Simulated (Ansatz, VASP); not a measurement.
**Two plane-wave programs on BaRe**

```xyz
2
Lattice="3.6153 0.0000 0.0000 0.0000 3.6153 0.0000 0.0000 0.0000 3.6153" Properties=species:S:1:pos:R:3 pbc="T T T"
Ba    0.0000    0.0000    0.0000
Re    1.8076    1.8076    1.8076
```

Alike in both runs: task single point; functional PBEsol; k mesh 8 × 8 × 8; occupations gaussian, width 0.05 eV; no spin polarisation.

|  | VASP | Ansatz |
| --- | --- | --- |
| version | VASP 6.6.1 | Ansatz 0.2.0 |
| potentials or method | VASP PAW PBE potentials, release 64 (Ba_sv, Re_sv_GW), cutoff 500 eV | scalar-relativistic, plane waves, PAW |
| valence electrons in the cell | 25 | 25 |

```tsv
	VASP	Ansatz	Ansatz less VASP
gap on the k mesh at the Fermi level (eV)	none	none	-
pressure (GPa)	1.9	0.1	-1.87
```

VASP's potentials were made for PBE, not for PBEsol. A gap of «none» marks a metal or a gap that the smearing closes.

Spin-orbit coupling is off throughout.
